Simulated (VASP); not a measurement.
The system is Fe.

```xyz
1
Lattice="2.3343 0.0000 0.0000 0.0000 2.3343 0.0000 0.0000 0.0000 2.3343" Properties=species:S:1:pos:R:3 pbc="T T T"
Fe    0.0000    0.0000    0.0000
```

| Quantity | Value |
| --- | --- |
| Program | VASP 6.6.1 |
| Task | relaxation of cell and atoms |
| Functional | revPBE |
| Potentials or basis | VASP PAW PBE potentials, release 64 (Fe_sv) |
| Cutoff | 600 eV |
| k mesh | 13 × 13 × 13 |
| Occupations | fermi-dirac, width 0.1 eV |
| Spin | no spin polarisation |

At the start: pressure -14.3 GPa; volume 12.72 Å³/atom.

Question: Where does the relaxation end?

Answer: Over 4 steps the energy falls by 47.5 meV/atom and the volume is 11.73 Å³/atom (-7.8 %); space group Pm-3m (No. 221, to 0.05 Å).

Step by step:
| step | energy change (eV) | largest force (eV/Å) | pressure (GPa) | volume (Å³) |
| --- | --- | --- | --- | --- |
| 1 | 0.0000 | 0.0000 | -14.33 | 12.72 |
| 2 | 0.0185 | 0.0000 | 23.03 | 10.74 |
| 3 | -0.0475 | 0.0000 | -0.34 | 11.75 |
| 4 | -0.0475 | 0.0000 | 0.04 | 11.73 |

Final structure:
```cif
data_structure
_symmetry_space_group_name_H-M 'P 1'
_symmetry_Int_Tables_number 1
_cell_length_a 2.2722
_cell_length_b 2.2722
_cell_length_c 2.2722
_cell_angle_alpha 90.000
_cell_angle_beta 90.000
_cell_angle_gamma 90.000
_cell_volume 11.73
loop_
_atom_site_label
_atom_site_type_symbol
_atom_site_fract_x
_atom_site_fract_y
_atom_site_fract_z
_atom_site_occupancy
Fe1 Fe 0.00000 0.00000 0.00000 1
```

Caveat: the PAW data sets were made with another functional, which shifts forces and pressure a little; the run has no spin polarisation, though such a crystal can be magnetic.
